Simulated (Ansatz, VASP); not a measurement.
**Na in VASP and in Ansatz**

```
Na
1.0
     3.73744    0.00000    0.00000
    -1.86872    3.23672    0.00000
     0.00000    0.00000    6.13029
Na
2
Cartesian
  0.0000 2.1578 1.5326
  1.8687 1.0789 4.5977
```

Alike in both runs: functional PBE; k mesh 12 × 12 × 6; occupations fermi-dirac, width 0.05 eV; no spin polarisation.

Ansatz relaxed the structure, and its values are those at the end. VASP's run is a single point on that final structure, the one shown.

```csv
,VASP,Ansatz
version,VASP 6.6.1,Ansatz 0.2.0
potentials or method,"VASP PAW PBE potentials, release 64 (Na_pv)","PAW with Ansatz's default frozen-core files, scalar-relativistic"
plane-wave cutoff (eV),520,420
valence electrons in the cell,14,18
```

```csv
,VASP,Ansatz,Ansatz less VASP
pressure (GPa),0.0,0.0,0.00
```

VASP's potentials hold 14 valence electrons a cell and Ansatz's 18, so a difference there can come from the potentials and not from the codes.
